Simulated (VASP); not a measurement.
# NaCl (F-43m) in VASP: a series of runs, part 2 of 2

VASP 6.6.1. Earlier steps stand in the parts before.

### Step 4. Relaxation of cell and atoms, HSE06

This run uses another cell than the first one, of 29.43 Å³/atom.

POSCAR

```
NaCl
1.0
    0.0000000000      3.0872727859      3.0872727859
    3.0872727859      0.0000000000      3.0872727859
    3.0872727859      3.0872727859      0.0000000000
Na Cl
1 1
Direct
    0.0000000000      0.0000000000      0.0000000000
    0.2500000000      0.2500000000      0.2500000000
```

INCAR.step1

```
SYSTEM = NaCl
  ALGO = Normal
  EDIFF = 1E-5
  ENCUT = 600
  GGA = PE
  ISMEAR = -1
  LASPH = .True.
  LCHARG = .False.
  LREAL = .False.
  LWAVE = .True.
  NBANDS = 14
  NELM = 60
  PREC = Accurate
  SIGMA = 0.02
```

INCAR.step2

```
SYSTEM = NaCl
  ALGO = Normal
  EDIFF = 1E-7
  EDIFFG = -0.005
  ENCUT = 600
  GGA = PE
  HFSCREEN = 0.2079
  IBRION = 2
  ISIF = 3
  ISMEAR = -1
  ISTART = 1
  LASPH = .True.
  LCHARG = .False.
  LHFCALC = .True.
  LREAL = .False.
  LWAVE = .False.
  NELM = 60
  NSW = 80
  PREC = Accurate
  PRECFOCK = Normal
  SIGMA = 0.02
```

KPOINTS

```
k-points
0
Gamma
  4 4 4
  0 0 0
```

Potentials or basis: VASP PAW PBE potentials, release 64 (Na_pv, Cl).

Command:

```console
$ cat potpaw_PBE.64/Na_pv/POTCAR potpaw_PBE.64/Cl/POTCAR > POTCAR
$ cp INCAR.step1 INCAR
$ mpirun -np 1 vasp_std > vasp.out
$ cp INCAR.step2 INCAR
$ mpirun -np 1 vasp_std > vasp.out
```

OUTCAR:

```text
SYSTEM = NaCl
   EDIFF = 1E-7
   EDIFFG = -0.005
   ENCUT = 600
   GGA = PE
   HFSCREEN = 0.2079
   IBRION = 2
   ISIF = 3
   ISMEAR = -1
   ISTART = 1
   LASPH = .True.
   LHFCALC = .True.
   LREAL = .False.
   NELM = 60
   NSW = 80
   PREC = Accurate
   PRECFOCK = Normal

 ion  position               nearest neighbor table
   1  0.000  0.000  0.000-   2 2.67   2 2.67   2 2.67   2 2.67
   2  0.250  0.250  0.250-   1 2.67   1 2.67   1 2.67   1 2.67

  LATTYP: Found a face centered cubic cell.
 ALAT       =     6.1745455718

  Lattice vectors:

 A1 = (   0.0000000000,   3.0872727859,   3.0872727859)
 A2 = (   3.0872727859,   0.0000000000,   3.0872727859)
 A3 = (   3.0872727859,   3.0872727859,   0.0000000000)

Analysis of symmetry for initial positions (statically):
=====================================================================
 Subroutine PRICEL returns:
 Original cell was already a primitive cell.

 Routine SETGRP: Setting up the symmetry group for a
 face centered cubic supercell.

 Subroutine GETGRP returns: Found 24 space group operations
 (whereof 24 operations were pure point group operations)
 out of a pool of 48 trial point group operations.

The static configuration has the point symmetry T_d .

Analysis of symmetry for dynamics (positions and initial velocities):
=====================================================================
 Subroutine PRICEL returns:
 Original cell was already a primitive cell.

 Routine SETGRP: Setting up the symmetry group for a
 face centered cubic supercell.

 Subroutine GETGRP returns: Found 24 space group operations
 (whereof 24 operations were pure point group operations)
 out of a pool of 48 trial point group operations.

The dynamic configuration has the point symmetry T_d .

 Subroutine INISYM returns: Found 24 space group operations
 (whereof 24 operations are pure point group operations),
 and found     1 'primitive' translations

----------------------------------------------------------------------------------------

                                     Primitive cell

  volume of cell :      58.8512

  direct lattice vectors                    reciprocal lattice vectors
     0.000000000  3.087272786  3.087272786    -0.161955238  0.161955238  0.161955238
     3.087272786  0.000000000  3.087272786     0.161955238 -0.161955238  0.161955238
     3.087272786  3.087272786  0.000000000     0.161955238  0.161955238 -0.161955238

  length of vectors
     4.366063045  4.366063045  4.366063045     0.280514701  0.280514701  0.280514701

  position of ions in fractional coordinates (direct lattice)
     0.000000000  0.000000000  0.000000000
     0.250000000  0.250000000  0.250000000

  ion indices of the primitive-cell ions
   primitive index   ion index
                 1           1
                 2           2

----------------------------------------------------------------------------------------

 KPOINTS: k-points

Automatic generation of k-mesh.
 Grid dimensions read from file:
 generate k-points for:    4    4    4

 Generating k-lattice:

  Cartesian coordinates                     Fractional coordinates (reciprocal lattice)
    -0.040488810  0.040488810  0.040488810     0.250000000  0.000000000  0.000000000
     0.040488810 -0.040488810  0.040488810     0.000000000  0.250000000  0.000000000
     0.040488810  0.040488810 -0.040488810     0.000000000  0.000000000  0.250000000

  Length of vectors
     0.070128675  0.070128675  0.070128675

  Shift w.r.t. Gamma in fractional coordinates (k-lattice)
     0.000000000  0.000000000  0.000000000

 Subroutine IBZKPT returns following result:
 ===========================================

 Found      8 irreducible k-points:

 Following reciprocal coordinates:
            Coordinates               Weight
  0.000000  0.000000  0.000000      1.000000
  0.250000  0.000000  0.000000      8.000000
  0.500000  0.000000  0.000000      4.000000
  0.250000  0.250000  0.000000      6.000000
  0.500000  0.250000  0.000000     24.000000
 -0.250000  0.250000  0.000000     12.000000
  0.500000  0.500000  0.000000      3.000000
 -0.250000  0.500000  0.250000      6.000000
   k-points           NKPTS =      8   k-points in BZ     NKDIM =     64   number of bands    NBANDS=     11
   number of dos      NEDOS =    301   number of ions     NIONS =      2
   total plane-waves  NPLWV =  46656
   dimension x,y,z NGX =    36 NGY =   36 NGZ =   36
   dimension x,y,z NGXF=    72 NGYF=   72 NGZF=   72
   ions per type =               1   1
   NGX,Y,Z   is equivalent  to a cutoff of  13.71, 13.71, 13.71 a.u.
   NGXF,Y,Z  is equivalent  to a cutoff of  27.42, 27.42, 27.42 a.u.
 SYSTEM =  NaCl
   PREC   = accura    normal or accurate (medium, high low for compatibility)
   ISTART =      1    job   : 0-new  1-cont  2-samecut
   ICHARG =      0    charge: 1-file 2-atom 10-const
   ISPIN  =      1    spin polarized calculation?
   LNONCOLLINEAR =      F non collinear calculations
   LSORBIT =      F    spin-orbit coupling
   LASPH  =      T    aspherical Exc in radial PAW
   ENCUT  =  600.0 eV  44.10 Ry    6.64 a.u.   8.72  8.72  8.72*2*pi/ulx,y,z
   NELM   =     60;   NELMIN=  2; NELMDL=  0     # of ELM steps
   EDIFF  = 0.1E-06   stopping-criterion for ELM
   LREAL  =      F    real-space projection
   EDIFFG = -.5E-02   stopping-criterion for IOM
   NSW    =     80    number of steps for IOM
   IBRION =      2    ionic relax: 0-MD 1-quasi-New 2-CG
   NFREE  =      1    steps in history (QN), initial steepest desc. (CG)
   ISIF   =      3    stress and relaxation
   ISYM   =      3    0-nonsym 1-usesym 2-fastsym
   POTIM  = 0.5000    time-step for ionic-motion
   TEBEG  =    0.0;   TEEND  =   0.0 temperature during run
   PSTRESS=    0.0 pullay stress
   NELECT =      14.0000    total number of electrons
   NUPDOWN=      -1.0000    fix difference up-down
   EMIN   =  10.00;   EMAX   =-10.00  energy-range for DOS
   EFERMI =   0.00;   METHOD = LEGACY
   ISMEAR =    -1;   SIGMA  =   0.02  broadening in eV -4-tet -1-fermi 0-gaus
   EFERMI_NEDOS =   21; number of points for ismear=-14 and -15
   IALGO  =     38    algorithm
   IMIX   =      1    mixing-type and parameters
     AMIX     =   0.40;   BMIX     =  1.00
     AMIX_MAG =   1.60;   BMIX_MAG =  1.00
  volume/ion in A,a.u.               =      29.43       198.57
  Fermi-wavevector in a.u.,A,eV,Ry     =   1.014376  1.916894 13.999846  1.028960
  Thomas-Fermi vector in A             =   2.147600
   LORBIT       =      0    0 simple, 1 ext, 2 COOP (PROOUT), +10 PAW based schemes
   GGA     = PE    functional components
   LHFCALC =     T    Hartree Fock is set to
   PRECFOCK=normal    Normal, Fast or Accurate (Low or Medium for compatibility)
   ENCUT4O =  -1.0   cutoff for four orbital integrals eV
   NKREDX  =     1    reduce k-point grid by
   NKREDY  =     1    reduce k-point grid by
   NKREDZ  =     1    reduce k-point grid by
   AEXX    =    0.2500 exact exchange contribution
   HFSCREEN=    0.2079 screening length (either q_TF or 0.3 A-1)
   HFSCREENC=   0.2079 screening length for correlation (either q_TF or 0.3 A-1)
   ENCUTFOCK=  -1.0 apply spherical cutoff to Coloumb kernel
   IVDW    =     0    specifies the selected vdW correction
   LEPSILON=     F    determine dielectric tensor
   LRPA    =     F    only Hartree local field effects (RPA)
 conjugate gradient relaxation of ions
 non-spin polarized calculation
  energy-cutoff  :      600.00
  volume of cell :       58.85
 maximum number of plane-waves:      1989
 NGX is ok and might be reduce to    36
  NGX = 28; NGY = 28; NGZ = 28

--------------------------------------- Ionic step        1  -------------------------------------------

 number of electron      13.9999993 magnetization

 Free energy of the ion-electron system (eV)
  ---------------------------------------------------
  ext. energy  EPLUGINS =         0.00000000
  ---------------------------------------------------
  free energy    TOTEN  =        -7.72596860 eV

  energy without entropy =       -7.72596860  energy(sigma->0) =       -7.72596860

------------------------ aborting loop because EDIFF is reached ----------------------------------------

  FORCE on cell =-STRESS in cart. coord.  units (eV):
  Direction    XX          YY          ZZ          XY          YZ          ZX
  --------------------------------------------------------------------------------------
  -------------------------------------------------------------------------------------
  Total        0.1512731      0.1512731      0.1512731     -0.0000000      0.0000000     -0.0000000
  in kB        4.1182929      4.1182929      4.1182929     -0.0000000      0.0000000     -0.0000000
  external PRESSURE =       4.1182929 kB  Pullay stress =       0.0000000 kB
[... 57 lines left out ...]
  energy  without entropy=       -7.7272110261  energy(sigma->0) =       -7.72721103

--------------------------------------- Ionic step        3  -------------------------------------------

 number of electron      14.0000001 magnetization

 Free energy of the ion-electron system (eV)
  ---------------------------------------------------
  ext. energy  EPLUGINS =         0.00000000
  ---------------------------------------------------
  free energy    TOTEN  =        -7.72764386 eV

  energy without entropy =       -7.72764386  energy(sigma->0) =       -7.72764386

 E-fermi :  -3.0499     XC(G=0):  -5.6870

 val. band max:       -3.4839267037   @ k =   0.0000   0.0000   0.0000
 cond. band min:       2.6999305679   @ k =   0.0000   0.0000   0.0000
 fundamental gap:      6.1838572716
 Fermi energy:        -3.0499197731

 k-point     1 :       0.0000    0.0000    0.0000
  band No.  band energies     occupation
      1     -26.1793      2.00000
      2     -26.1793      2.00000
      3     -26.1793      2.00000
      4     -16.7218      2.00000
      5      -3.4839      2.00000
      6      -3.4839      2.00000
      7      -3.4839      2.00000
      8       2.6999      0.00000
      9       9.1765      0.00000
     10       9.1765      0.00000
     11       9.1765      0.00000
[... 125 lines left out ...]
  FREE ENERGIE OF THE ION-ELECTRON SYSTEM (eV)
  ---------------------------------------------------
  free  energy   TOTEN  =        -7.7276438641 eV

  energy  without entropy=       -7.7276438641  energy(sigma->0) =       -7.72764386

 reached required accuracy - stopping structural energy minimisation
```

It took 39 min on 1 thread of Oxide Virtual Turin-like, shared host; peak memory 0.27 GiB.

What came out:

```yaml
Free_energy: -7.7276 eV
Relaxed_volume: 30.07 Å³/atom
Relaxed_cell: a = 4.398 Å, b = 4.398 Å, c = 4.398 Å, α = 60.00°, β = 60.00°, γ = 60.00°
Space_group_after_relaxing_to_0.1_Å: F-43m (No. 216)
Energy_gained_by_relaxing: 0.8 meV/atom
Ionic_steps: 3
Pressure_after_relaxing: 0.0 GPa
Band_gap_on_the_k_mesh: 6.18 eV
```

Step by step:
| step | energy change (eV) | largest force (eV/Å) | pressure (GPa) | volume (Å³) |
| --- | --- | --- | --- | --- |
| 1 | 0.0000 | 0.0000 | 0.41 | 58.85 |
| 2 | -0.0012 | 0.0000 | 0.20 | 59.50 |
| 3 | -0.0017 | 0.0000 | 0.01 | 60.14 |

Final structure:
```cif
data_structure
_symmetry_space_group_name_H-M 'P 1'
_symmetry_Int_Tables_number 1
_cell_length_a 4.3978
_cell_length_b 4.3978
_cell_length_c 4.3978
_cell_angle_alpha 60.000
_cell_angle_beta 60.000
_cell_angle_gamma 60.000
_cell_volume 60.14
loop_
_atom_site_label
_atom_site_type_symbol
_atom_site_fract_x
_atom_site_fract_y
_atom_site_fract_z
_atom_site_occupancy
Na1 Na 0.00000 0.00000 0.00000 1
Cl1 Cl 0.25000 0.25000 0.25000 1
```

Caveat: the k points lie up to 0.44 Å⁻¹ apart in the final cell; the structure was generated, so it needn't be the stable form of NaCl; the PAW data sets were made with another functional, which shifts forces and pressure a little.

### Step 5. The runs side by side

```csv
task,level,cell,k mesh,cutoff (eV),grid for exact exchange (PRECFOCK),share of exact exchange,screening parameter,gap on the mesh (eV),pressure (GPa),relaxed volume (Å³/atom)
relaxation of cell and atoms,r2SCAN,"relaxed from a = 4.422 Å, angles 60.0°, 2 atoms",6 × 6 × 6,600,-,-,-,5.58,0.0,29.24
single point,HSE06,"a = 4.395 Å, angles 60.0°, 2 atoms",4 × 4 × 4,520,Normal,0.25,0.2079 1/Å,6.19,0.0,-
relaxation of cell and atoms,HSE06,"relaxed from a = 4.366 Å, angles 60.0°, 2 atoms",4 × 4 × 4,600,Normal,0.25,0.2079 1/Å,6.18,0.0,30.07
```

Alike in all rows: potentials or basis VASP PAW PBE potentials, release 64 (Na_pv, Cl); no spin polarisation; smearing fermi-dirac 0.02 eV.

Caveats: some runs use coarse meshes; the structure was generated, so it needn't be the stable form of NaCl; the PAW data sets were made with another functional, which shifts forces and pressure a little.

Total energies depend on the potentials used, so only differences within one code and one set of settings carry meaning.
